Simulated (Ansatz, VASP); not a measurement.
# Ag in VASP and in Ansatz

```
Ag
1.0
    -2.63737    2.63737    1.36935
     2.63737   -2.63737    1.36935
     2.63737    2.63737   -1.36935
Ag
2
Direct
  0.00000 0.00000 0.00000
  0.75000 0.25000 0.50000
```

Alike in both runs: functional r2SCAN; k mesh 8 × 8 × 8; occupations gaussian, width 0.1 eV; no spin polarisation.

Ansatz relaxed the structure, and its values are those at the end. VASP's run is a single point on that final structure, the one shown.

```csv
,VASP,Ansatz
version,VASP 6.6.1,Ansatz 0.2.0
potentials or method,"VASP PAW PBE potentials, release 64 (Ag), cutoff 520 eV","scalar-relativistic, plane waves, PAW"
valence electrons in the cell,22,38
```

Ansatz gave:

- gap on the k mesh at the Fermi level (eV): none
- pressure (GPa): 0.1

Task: What did VASP give for the same quantities?

Result: gap on the k mesh at the Fermi level (eV): none; pressure (GPa): 0.2.

VASP's potentials were made for PBE, not for r2SCAN. A gap of «none» marks a metal or a gap that the smearing closes. VASP's potentials hold 22 valence electrons a cell and Ansatz's 38, so a difference there can come from the potentials and not from the codes.
